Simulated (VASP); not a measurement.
# Bi2Se3 in VASP: a series of runs

Runs on Bi2Se3. Level: PBE. Tasks: single point.

Program: VASP 6.6.1. These are calculated values, not measurements. Logs are shortened: lines on timing, memory, paths and dates and some standing lists are left out, and cuts for length are marked.

## (1) The cell of the first run

The typed cell holds 5 atoms: a = 10.710 Å, b = 10.710 Å, c = 10.710 Å, α = 22.55°, β = 22.55°, γ = 22.55°.

## (2) Single point, PBE (atom 4 moved 0.06 Å)

The input, INCAR:

```
SYSTEM = Bi2Se3
PREC = Accurate ; ENCUT = 520
EDIFF = 1E-6 ; ISMEAR = 0
SIGMA = 0.05 ; LREAL = .False.
LASPH = .True. ; NELM = 80
ALGO = Normal ; ISIF = 2
LWAVE = .False. ; LCHARG = .False.
GGA = PE ; NBANDS = 32
```

The input, KPOINTS:

```
regular mesh
0
Gamma
  6 6 6
  0 0 0
```

The input, POSCAR:

```
Bi2Se3
1.0
    2.0936564891      1.2087731376     10.4340296434
   -2.0936564891      1.2087731376     10.4340296434
    0.0000000000     -2.4175462751     10.4340296434
Bi Se
2 3
Direct
    0.3950434699      0.3960387241      0.3967950372
    0.6038551249      0.6048503791      0.6056066922
   -0.0005507026      0.0004445516      0.0012008647
    0.2232332638      0.2192522471      0.2162269948
    0.7784188439      0.7794140981      0.7801704112
```

Potentials or basis: VASP PAW PBE potentials, release 64 (Bi_d, Se).

On the command line:

```
> cat potpaw_PBE.64/Bi_d/POTCAR potpaw_PBE.64/Se/POTCAR > POTCAR
> mpirun -np 1 vasp_std > vasp.out
```

OUTCAR:

```text
SYSTEM = Bi2Se3
   PREC = Accurate
   ENCUT = 520
   EDIFF = 1E-6
   ISMEAR = 0
   LREAL = .False.
   LASPH = .True.
   NELM = 80
   ISIF = 2
   GGA = PE

 ion  position               nearest neighbor table
   1  0.395  0.396  0.397-   5 2.88   5 2.88   5 2.88   3 3.11   3 3.11   3 3.11
   2  0.604  0.605  0.606-   4 2.90   4 2.91   4 2.93   3 3.11   3 3.11   3 3.11
   3  0.999  0.000  0.001-   2 3.11   2 3.11   1 3.11   1 3.11   2 3.11   1 3.11
   4  0.223  0.219  0.216-   2 2.90   2 2.91   2 2.93
   5  0.778  0.779  0.780-   1 2.88   1 2.88   1 2.88

  LATTYP: Found a trigonal (rhomboedric) cell.
 ALAT       =    10.7104390476
 COS(alpha) =     0.9235766092

  Lattice vectors:

 A1 = (   2.0936564891,   1.2087731376,  10.4340296434)
 A2 = (  -2.0936564891,   1.2087731376,  10.4340296434)
 A3 = (   0.0000000000,  -2.4175462751,  10.4340296434)

Analysis of symmetry for initial positions (statically):
=====================================================================
 Subroutine PRICEL returns:
 Original cell was already a primitive cell.

 Routine SETGRP: Setting up the symmetry group for a
 trigonal (rhombohedral) supercell.

 Subroutine GETGRP returns: Found  1 space group operations
 (whereof  1 operations were pure point group operations)
 out of a pool of 12 trial point group operations.

The static configuration has the point symmetry C_1 .

Analysis of symmetry for dynamics (positions and initial velocities):
=====================================================================
 Subroutine PRICEL returns:
 Original cell was already a primitive cell.

 Routine SETGRP: Setting up the symmetry group for a
 trigonal (rhombohedral) supercell.

 Subroutine GETGRP returns: Found  1 space group operations
 (whereof  1 operations were pure point group operations)
 out of a pool of 12 trial point group operations.

The dynamic configuration has the point symmetry C_1 .

 Subroutine INISYM returns: Found  1 space group operations
 (whereof  1 operations are pure point group operations),
 and found     1 'primitive' translations

----------------------------------------------------------------------------------------

                                     Primitive cell

  volume of cell :     158.4359

  direct lattice vectors                    reciprocal lattice vectors
     2.093656489  1.208773138 10.434029643     0.238816636  0.137880849  0.031946750
    -2.093656489  1.208773138 10.434029643    -0.238816636  0.137880849  0.031946750
     0.000000000 -2.417546275 10.434029643     0.000000000 -0.275761698  0.031946750

  length of vectors
    10.710439048 10.710439048 10.710439048     0.277606032  0.277606032  0.277606032

  position of ions in fractional coordinates (direct lattice)
     0.395043470  0.396038724  0.396795037
     0.603855125  0.604850379  0.605606692
     0.999449297  0.000444552  0.001200865
     0.223233264  0.219252247  0.216226995
     0.778418844  0.779414098  0.780170411

  ion indices of the primitive-cell ions
   primitive index   ion index
                 1           1
                 2           2
                 3           3
                 4           4
                 5           5

----------------------------------------------------------------------------------------

 KPOINTS: regular mesh

Automatic generation of k-mesh.
 Grid dimensions read from file:
 generate k-points for:    6    6    6

 Generating k-lattice:

  Cartesian coordinates                     Fractional coordinates (reciprocal lattice)
     0.039802773  0.022980142  0.005324458     0.166666667  0.000000000  0.000000000
    -0.039802773  0.022980142  0.005324458     0.000000000  0.166666667  0.000000000
     0.000000000 -0.045960283  0.005324458     0.000000000  0.000000000  0.166666667

  Length of vectors
     0.046267672  0.046267672  0.046267672

  Shift w.r.t. Gamma in fractional coordinates (k-lattice)
     0.000000000  0.000000000  0.000000000

 Subroutine IBZKPT returns following result:
 ===========================================

 Found    112 irreducible k-points:

 Following reciprocal coordinates:
            Coordinates               Weight
  0.000000  0.000000  0.000000      1.000000
  0.166667  0.000000  0.000000      2.000000
  0.000000  0.166667  0.000000      2.000000
 -0.000000 -0.000000  0.166667      2.000000
  0.333333  0.000000 -0.000000      2.000000
  0.000000  0.333333 -0.000000      2.000000
[... 16 lines left out ...]
 -0.166667  0.500000 -0.000000      2.000000
  0.166667 -0.000000  0.500000      2.000000
 [... further k-points ...]
   k-points           NKPTS =    112   k-points in BZ     NKDIM =    112   number of bands    NBANDS=     32
   number of dos      NEDOS =    301   number of ions     NIONS =      5
   total plane-waves  NPLWV = 512000
   dimension x,y,z NGX =    80 NGY =   80 NGZ =   80
   dimension x,y,z NGXF=   160 NGYF=  160 NGZF=  160
   ions per type =               2   3
   NGX,Y,Z   is equivalent  to a cutoff of  12.42, 12.42, 12.42 a.u.
   NGXF,Y,Z  is equivalent  to a cutoff of  24.83, 24.83, 24.83 a.u.
 SYSTEM =  Bi2Se3
   PREC   = accura    normal or accurate (medium, high low for compatibility)
   ISTART =      0    job   : 0-new  1-cont  2-samecut
   ICHARG =      2    charge: 1-file 2-atom 10-const
   ISPIN  =      1    spin polarized calculation?
   LNONCOLLINEAR =      F non collinear calculations
   LSORBIT =      F    spin-orbit coupling
   LASPH  =      T    aspherical Exc in radial PAW
   ENCUT  =  520.0 eV  38.22 Ry    6.18 a.u.  19.91 19.91 19.91*2*pi/ulx,y,z
   NELM   =     80;   NELMIN=  2; NELMDL= -5     # of ELM steps
   EDIFF  = 0.1E-05   stopping-criterion for ELM
   LREAL  =      F    real-space projection
   EDIFFG = 0.1E-04   stopping-criterion for IOM
   NSW    =      0    number of steps for IOM
   IBRION =     -1    ionic relax: 0-MD 1-quasi-New 2-CG
   NFREE  =      0    steps in history (QN), initial steepest desc. (CG)
   ISIF   =      2    stress and relaxation
   ISYM   =      2    0-nonsym 1-usesym 2-fastsym
   POTIM  = 0.5000    time-step for ionic-motion
   TEBEG  =    0.0;   TEEND  =   0.0 temperature during run
   PSTRESS=    0.0 pullay stress
   NELECT =      48.0000    total number of electrons
   NUPDOWN=      -1.0000    fix difference up-down
   EMIN   =  10.00;   EMAX   =-10.00  energy-range for DOS
   EFERMI =   0.00;   METHOD = LEGACY
   ISMEAR =     0;   SIGMA  =   0.05  broadening in eV -4-tet -1-fermi 0-gaus
   EFERMI_NEDOS =   21; number of points for ismear=-14 and -15
   IALGO  =     38    algorithm
   IMIX   =      4    mixing-type and parameters
     AMIX     =   0.40;   BMIX     =  1.00
     AMIX_MAG =   1.60;   BMIX_MAG =  1.00
  volume/ion in A,a.u.               =      31.69       213.84
  Fermi-wavevector in a.u.,A,eV,Ry     =   1.099522  2.077796 16.448755  1.208949
  Thomas-Fermi vector in A             =   2.235918
   LORBIT       =      0    0 simple, 1 ext, 2 COOP (PROOUT), +10 PAW based schemes
   GGA     = PE    functional components
   LHFCALC =     F    Hartree Fock is set to
   AEXX    =    0.0000 exact exchange contribution
   IVDW    =     0    specifies the selected vdW correction
   LEPSILON=     F    determine dielectric tensor
   LRPA    =     F    only Hartree local field effects (RPA)
 non-spin polarized calculation
 Gauss-broadening in eV      SIGMA  =   0.05
  energy-cutoff  :      520.00
  volume of cell :      158.44
 maximum number of plane-waves:      4296
   NGX = 39   NGY = 39   NGZ = 39

 number of electron      47.9999999 magnetization

 Free energy of the ion-electron system (eV)
  ---------------------------------------------------
  ext. energy  EPLUGINS =         0.00000000
  ---------------------------------------------------
  free energy    TOTEN  =       -20.22601542 eV

  energy without entropy =      -20.22601542  energy(sigma->0) =      -20.22601542

 E-fermi :   3.6127     XC(G=0):  -8.8963

 val. band max:        3.4082144753   @ k =   0.0000   0.0000   0.0000
 cond. band min:       4.0988413903   @ k =   0.0000   0.0000   0.0000
 fundamental gap:      0.6906269150
 Fermi energy:         3.6127269467

 k-point     1 :       0.0000    0.0000    0.0000
  band No.  band energies     occupation
      1     -19.3021      2.00000
      2     -19.3020      2.00000
      3     -19.2972      2.00000
      4     -19.2857      2.00000
      5     -19.2856      2.00000
      6     -19.2822      2.00000
[... 24 lines left out ...]
     31       9.7219      0.00000
     32      10.2152      0.00000

 k-point     2 :       0.1667    0.0000    0.0000
  band No.  band energies     occupation
      1     -19.3049      2.00000
      2     -19.2963      2.00000
      3     -19.2936      2.00000
      4     -19.2889      2.00000
      5     -19.2860      2.00000
      6     -19.2838      2.00000
[... 24 lines left out ...]
     31       9.1929      0.00000
     32      10.0549      0.00000

 k-point     3 :       0.0000    0.1667    0.0000
  band No.  band energies     occupation
      1     -19.3048      2.00000
      2     -19.2964      2.00000
      3     -19.2936      2.00000
      4     -19.2889      2.00000
      5     -19.2861      2.00000
      6     -19.2840      2.00000
[... 24 lines left out ...]
     31       9.1885      0.00000
     32      10.0482      0.00000

 k-point     4 :      -0.0000   -0.0000    0.1667
  band No.  band energies     occupation
      1     -19.3048      2.00000
      2     -19.2965      2.00000
      3     -19.2936      2.00000
      4     -19.2889      2.00000
      5     -19.2861      2.00000
      6     -19.2843      2.00000
[... 654 lines left out ...]
     31       8.8257      0.00000
     32      10.0406      0.00000

 k-point    23 :      -0.1667    0.5000   -0.0000
  band No.  band energies     occupation
      1     -19.3109      2.00000
      2     -19.2949      2.00000
      3     -19.2931      2.00000
      4     -19.2870      2.00000
      5     -19.2847      2.00000
      6     -19.2791      2.00000
[... 24 lines left out ...]
     31       8.8320      0.00000
     32      10.0373      0.00000

 k-point    24 :       0.1667   -0.0000    0.5000
  band No.  band energies     occupation
      1     -19.3108      2.00000
      2     -19.2950      2.00000
      3     -19.2932      2.00000
      4     -19.2869      2.00000
      5     -19.2846      2.00000
      6     -19.2791      2.00000
[... 24 lines left out ...]
     31       8.8296      0.00000
     32      10.0306      0.00000

 [... further k-points ...]

------------------------ aborting loop because EDIFF is reached ----------------------------------------

  FORCE on cell =-STRESS in cart. coord.  units (eV):
  Direction    XX          YY          ZZ          XY          YZ          ZX
  --------------------------------------------------------------------------------------
  -------------------------------------------------------------------------------------
  Total       -0.3933904     -0.3001017     -0.6088609     -0.0314691      0.1158078      0.0777177
  in kB       -3.9781464     -3.0347685     -6.1570848     -0.3182302      1.1711027      0.7859178
  external PRESSURE =      -4.3899999 kB  Pullay stress =       0.0000000 kB

 VOLUME and BASIS-vectors are now :
 -----------------------------------------------------------------------------
  energy-cutoff  :      520.00
  volume of cell :      158.44
      direct lattice vectors                 reciprocal lattice vectors
     2.093656489  1.208773138 10.434029643     0.238816636  0.137880849  0.031946750
    -2.093656489  1.208773138 10.434029643    -0.238816636  0.137880849  0.031946750
     0.000000000 -2.417546275 10.434029643     0.000000000 -0.275761698  0.031946750

 POSITION                                       TOTAL-FORCE (eV/Angst)
 -----------------------------------------------------------------------------------
     -0.00208     -0.00303     12.39435        -0.004670     -0.006896      0.013081
     -0.00208     -0.00303     18.93059         0.018661      0.028219     -0.301187
      2.09157      1.20574     10.44545         0.012550      0.018542     -0.037154
      0.00833      0.01213      6.87303        -0.030938     -0.046325      0.329825
     -0.00208     -0.00303     24.39480         0.004396      0.006460     -0.004565
 -----------------------------------------------------------------------------------
    total drift:                                0.000011      0.000024      0.000816

  FREE ENERGIE OF THE ION-ELECTRON SYSTEM (eV)
  ---------------------------------------------------
  free  energy   TOTEN  =       -20.2260154151 eV

  energy  without entropy=      -20.2260154151  energy(sigma->0) =      -20.22601542
```

Run time: 27 min. Hardware: 1 thread of Intel Xeon Platinum 8488C (Sapphire Rapids), shared host; peak memory 1.2 GiB.

Results:

- Free energy: -20.2260 eV
- Pressure: -0.4 GPa
- Largest force: 0.334 eV/Å
- Band gap on the k mesh: 0.69 eV

Forces in eV/Å, atoms in the order of the input:
```
Bi  -0.005 -0.007  0.013
Bi   0.019  0.028 -0.301
Se   0.013  0.019 -0.037
Se  -0.031 -0.046  0.330
Se   0.004  0.006 -0.005
```

Stress tensor (GPa, compression positive):
```
-0.40 -0.03  0.08
-0.03 -0.30  0.12
 0.08  0.12 -0.62
```

Caveat: the cell differs from its parent crystal (atom 4 moved 0.06 Å); spin-orbit coupling is left out, which moves the levels of the heavy elements.

## (3) Single point, PBE

The input, INCAR:

```
SYSTEM = Bi2Se3
PREC = Accurate
ENCUT = 520
EDIFF = 1E-7
ISMEAR = 0
SIGMA = 0.05
LREAL = .False.
LASPH = .True.
NELM = 60
ALGO = Normal
ISIF = 2
LWAVE = .False.
LCHARG = .False.
GGA = PE
NBANDS = 32
```

The input, KPOINTS:

```
Automatic mesh
0
Gamma
  6 6 6
  0 0 0
```

The input, POSCAR:

```
Bi2Se3
1.0
    2.0936564891      1.2087731376     10.4340296434
   -2.0936564891      1.2087731376     10.4340296434
    0.0000000000     -2.4175462751     10.4340296434
Bi Se
2 3
Direct
    0.3954412989      0.3956122402      0.3957375728
    0.6044664382      0.6043919718      0.6043464353
    0.0000436562      0.0000079975     -0.0000258468
    0.2211499946      0.2210267988      0.2209397088
    0.7788986119      0.7789609918      0.7790021300
```

Potentials or basis: VASP PAW PBE potentials, release 64 (Bi_d, Se).

On the command line:

```
> cat potpaw_PBE.64/Bi_d/POTCAR potpaw_PBE.64/Se/POTCAR > POTCAR
> mpirun -np 1 vasp_std > vasp.out
```

Run time: 82 min. Hardware: 1 thread of Intel Xeon 8259CL, shared host; peak memory 1.2 GiB.

The run converged. Its results:

| Item | Value |
| --- | --- |
| Free energy | -20.2357 eV |
| Pressure | 0.0 GPa |
| Largest force | 0.014 eV/Å |
| Band gap on the k mesh | 0.69 eV (least direct gap 0.71 eV) |

Forces on the atoms (eV/Å):
```
Bi   0.001  0.001 -0.012
Bi   0.000  0.000  0.012
Se   0.000  0.000 -0.002
Se   0.000  0.000 -0.013
Se   0.000  0.000  0.014
```

Levels at points of the mesh, in eV from the valence-band top:
```tsv
k point	band 20	band 21	band 22	band 23	band 24	band 25	band 26	band 27	band 28	band 29
(0.00, 0.00, 0.00)	-1.18	-1.18	-0.73	-0.73	-0.02	0.69	1.98	1.98	2.50	3.02
(0.50, 0.00, 0.00)	-2.22	-2.05	-1.24	-0.82	-0.44	1.42	2.60	3.14	3.40	4.33
(0.00, 0.50, 0.00)	-2.22	-2.05	-1.24	-0.82	-0.44	1.42	2.60	3.14	3.40	4.33
(0.00, 0.00, 0.50)	-2.22	-2.05	-1.24	-0.82	-0.44	1.42	2.60	3.14	3.40	4.33
(0.50, 0.50, 0.00)	-2.12	-1.60	-1.07	-0.92	-0.76	1.71	2.51	2.82	3.37	4.10
(0.50, 0.00, 0.50)	-2.12	-1.60	-1.07	-0.92	-0.76	1.71	2.51	2.82	3.37	4.10
(0.00, 0.50, 0.50)	-2.12	-1.60	-1.07	-0.92	-0.77	1.71	2.51	2.82	3.37	4.10
(0.50, 0.50, 0.50)	-1.13	-0.91	-0.77	-0.77	-0.28	0.83	2.05	2.05	2.46	2.93
```

Caveat: spin-orbit coupling is left out, which moves the levels of the heavy elements. A k mesh can miss the band edges.
